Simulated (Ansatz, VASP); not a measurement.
La in VASP and in Ansatz

INCAR

```
PREC = Accurate
ENCUT = 520
EDIFF = 1E-8
ISMEAR = -1
SIGMA = 0.03
LREAL = F
LASPH = T
NELM = 150
ALGO = Normal
ISIF = 2
LWAVE = F
LCHARG = F
MAGMOM = 0 0 0
LORBIT = 11
LSORBIT = T
GGA_COMPAT = F
LORBMOM = T
LMAXMIX = 6
GGA = CA
LEFG = T
NBANDS = 22
```

Contents of KPOINTS:

```
Automatic mesh
0
Gamma
  11 11 11
```

Contents of POSCAR:

```
La
1.0
   -2.1238310710      2.1238310710      2.1238310710
    2.1238310710     -2.1238310710      2.1238310710
    2.1238310710      2.1238310710     -2.1238310710
La
1
Direct
    0.0000000000      0.0000000000      0.0000000000
```

Input for Ansatz:

```yaml
crystal:
  lattice:
    - [-2.123831071, 2.123831071, 2.123831071]
    - [2.123831071, -2.123831071, 2.123831071]
    - [2.123831071, 2.123831071, -2.123831071]
  atoms:
    - { symbol: La, position: [0.0, 0.0, 0.0] }
kpoints:
  mp_grid: { grid: [11, 11, 11] }
  band_path:
    path:
      - [0.0, 0.0, 0.0]
      - [0.5, -0.5, 0.5]
      - [0.0, 0.0, 0.5]
      - [0.0, 0.0, 0.0]
      - [0.25, 0.25, 0.25]
      - [0.5, -0.5, 0.5]
      - [0.25, 0.25, 0.25]
      - [0.0, 0.0, 0.5]
    npoints: 5
scf:
  occupations: { method: fermi_dirac, width: 0.03 }
hamiltonian:
  xc: lda
  pseudopotentials: { kind: paw_fr }
output:
  forces: true
  stress: true
  eigenvalues: true
  efg: { contact_densities: true }
magnetization:
  noncollinear: true
  spin_orbit: true
```

Alike in both runs: task electric field gradients; functional LDA; k mesh 11 × 11 × 11; occupations fermi-dirac, width 0.03 eV; non-collinear spin, spin-orbit coupling.

|  | VASP | Ansatz |
| --- | --- | --- |
| version | VASP 6.6.1 | Ansatz 0.2.0 |
| potentials or method | VASP PAW LDA potentials, release 64 (La) | PAW with Ansatz's default frozen-core files, fully relativistic files with spin-orbit coupling |
| plane-wave cutoff (eV) | 520 | 420 |
| valence electrons in the cell | 11 | 11 |

VASP gave:

```
pressure (GPa) : -3.7
```

Question: Which values does Ansatz return?

Answer: Pressure (GPa): -3.6.

LDA's correlation is that of Perdew and Zunger in VASP and of Perdew and Wang (1992) in Ansatz.
